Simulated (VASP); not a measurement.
# PbI2: single point with PBE

PbI2, a sheet with vacuum:

```
I Pb
1.0
     4.60000    0.00000    0.00000
    -2.30000    3.98372    0.00000
     0.00000    0.00000   17.74000
I Pb
2 1
Direct
  0.33333 0.66667 0.39459
  0.66667 0.33333 0.60541
  0.00000 0.00000 0.50000
```

```
Program             : VASP 6.6.1
Task                : single point
Functional          : PBE
Potentials or basis : VASP PAW PBE potentials, release 64 (I, Pb_d)
Cutoff              : 400 eV
k mesh              : 12 × 12 × 1
Occupations         : gaussian, width 0.03 eV
Spin                : no spin polarisation
```

```
Largest force          : 0.103 eV/Å
Band gap on the k mesh : 2.56 eV (least direct gap 2.91 eV)
```

Forces in eV/Å, atoms in the order of the input:
```
I    0.000  0.000 -0.103
I    0.000  0.000  0.103
Pb   0.000  0.000  0.000
```

Levels at points of the mesh, in eV from the valence-band top:
```csv
k point,band 12,band 13,band 14,band 15,band 16,band 17
"(0.00, 0.00, 0.00)",-0.52,-0.52,-0.36,2.56,3.50,3.50
"(0.50, 0.00, 0.00)",-0.81,-0.63,-0.54,3.32,4.13,4.32
```

Run time: 91 s on 1 thread of AMD EPYC 7R13 Processor (Zen 3), with other jobs on the host, peak memory 0.3 GiB.

Caveat: spin-orbit coupling is left out, which moves the levels of the heavy elements.
